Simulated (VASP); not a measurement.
**SnSe2: relaxation of cell and atoms with r2SCAN+D3(BJ)**

Crystal: SnSe2.

```xyz
3
Lattice="3.7062 0.0000 0.0000 -1.8531 3.2096 0.0000 0.0000 0.0000 5.5407" Properties=species:S:1:pos:R:3 pbc="T T T"
Sn    0.0000    0.0000    0.0000
Se    0.0000    2.1398    1.5648
Se    1.8531    1.0699    3.9759
```

```
Program                : VASP 6.6.1
Task                   : relaxation of cell and atoms
Functional             : r2SCAN
Dispersion             : D3(BJ)
Potentials or basis    : VASP PAW PBE potentials, release 64 (Sn_d, Se)
Cutoff                 : 600 eV
k mesh                 : 12 × 12 × 6
Occupations            : gaussian, width 0.02 eV
Spin                   : no spin polarisation
Target pressure        : 10 GPa
Dipole correction      : no
Further INCAR settings : ALGO = Normal; EDIFF = 1e-06; IBRION = 2; EDIFFG = -0.002; NSW = 80; ISIF = 3
```

```yaml
Energy_change_on_relaxing_the_run_minimises_the_enthalpy: -0.1 meV/atom
Ionic_steps: 22
Pressure_after_relaxing: 10.0 GPa
Band_gap_on_the_k_mesh: 0.20 eV (least direct gap 1.42 eV)
Dispersion_energy_per_atom: -0.200 eV
```

The path:
```
step  energy change (eV)  largest force (eV/Å)  pressure (GPa)  volume (Å³)
   1              0.0000                0.0034            9.99        65.91
   2              0.0007                0.0009           10.00        65.90
   3              0.0011                0.0032           10.01        65.89
   4              0.0012                0.0049           10.01        65.89
   5              0.0012                0.0042           10.01        65.89
   6              0.0011                0.0038           10.02        65.89
   7             -0.0005                0.0036            9.97        65.92
   8              0.0002                0.0037            9.99        65.90
   9              0.0003                0.0044            9.98        65.90
  10              0.0007                0.0038           10.01        65.90
  11              0.0005                0.0036           10.01        65.90
  12              0.0004                0.0029           10.00        65.90
  13              0.0004                0.0035            9.99        65.90
  14              0.0003                0.0004           10.02        65.90
  15              0.0003                0.0004           10.00        65.90
  16             -0.0002                0.0001            9.98        65.91
  17             -0.0004                0.0008           10.01        65.91
  18             -0.0008                0.0002            9.98        65.92
  19             -0.0007                0.0003            9.97        65.92
  20             -0.0005                0.0004            9.97        65.92
  21             -0.0004                0.0001            9.98        65.92
  22             -0.0004                0.0003            9.99        65.91
```

Final structure:
```
Sn Se
1.0
     3.70460    0.00000    0.00000
    -1.85230    3.20828    0.00000
     0.00000    0.00000    5.54585
Sn Se
1 2
Cartesian
  0.0000 0.0000 0.0000
  0.0000 2.1389 1.5659
  1.8523 1.0694 3.9800
```

Levels at points of the mesh, in eV from the valence-band top:
```csv
k point,band 9,band 10,band 11,band 12,band 13,band 14,band 15,band 16,band 17
"(0.00, 0.00, 0.00)",-1.24,-1.24,-1.21,-1.21,-0.14,1.28,3.14,4.82,4.82
"(0.50, 0.00, 0.00)",-5.28,-4.57,-3.69,-2.84,-0.69,1.45,3.68,4.53,4.73
"(0.00, 0.00, 0.50)",-3.62,-1.58,-1.58,-0.67,-0.67,3.11,3.23,4.06,4.06
"(0.50, 0.00, 0.50)",-6.55,-3.07,-2.52,-1.94,-1.83,0.88,3.82,4.63,5.85
```

Run time: 24 min on 1 thread of Intel(R) Xeon(R) 6975P-C (Granite Rapids) (shared host), peak memory 0.33 GiB.

Caveat: the cell is relaxed towards a set pressure, so the run minimises the enthalpy, not the energy; semilocal functionals underestimate gaps, and a narrow one can read as zero; the PAW data sets were made with another functional, which shifts forces and pressure a little; spin-orbit coupling is left out, which moves the levels of the heavy elements. A k mesh can miss the band edges.
